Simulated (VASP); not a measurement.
Here is a VASP 6.6.1 calculation.

File INCAR:

```
SYSTEM = CsI
PREC     = Accurate       ! precision mode
ENCUT    = 400            ! plane-wave cutoff, eV
EDIFF    = 1E-8           ! SCF threshold, eV
ISMEAR   = -1             ! smearing method
SIGMA    = 0.01           ! smearing width, eV
LREAL    = .FALSE.        ! projectors in reciprocal space
LASPH    = .TRUE.         ! aspherical terms in the spheres
NELM     = 120            ! most SCF steps
ALGO     = Normal         ! electronic algorithm
ISIF     = 2              ! what is computed and relaxed
LWAVE    = .FALSE.        ! write WAVECAR
LCHARG   = .FALSE.        ! write CHGCAR
LEFG     = .TRUE.       
NBANDS   = 15             ! bands
GGA_COMPAT= .FALSE.
```

KPOINTS

```
regular mesh
0
G
  7 7 7
  0 0 0
```

Contents of POSCAR:

```
CsI
1.0
    4.5667000000      0.0000000000      0.0000000000
    0.0000000000      4.5667000000      0.0000000000
    0.0000000000      0.0000000000      4.5210330000
Cs I
1 1
Direct
    0.0000000000      0.0000000000      0.0000000000
    0.5000000000      0.5000000000      0.5000000000
```

Potentials or basis: VASP PAW LDA potentials, release 64 (Cs_sv, I).

Launch:

```bash
$ cat potpaw_LDA.64/Cs_sv/POTCAR potpaw_LDA.64/I/POTCAR > POTCAR
$ mpirun -np 1 vasp_std > vasp.out
```

**Question.** What does it give for the band gap on the k mesh?

**Answer.** 3.57 eV, indirect (least direct gap 3.63 eV).

**Question.** What does it give for the pressure?

**Answer.** -1.3 GPa.

Electric field gradients, principal values (V/Å²):
```tsv
atom	least	middle	greatest (by size)
1 Cs	-1.897	-1.897	3.794
2 I	3.287	3.287	-6.573
```

Caveat: the cell differs from its parent crystal (zz strain of -1 %); without QUAD_EFG the Cq values of the log hold for a quadrupole moment of 1 mb, not for the nuclei; spin-orbit coupling is left out, which moves the levels of the heavy elements. A k mesh can miss the band edges.
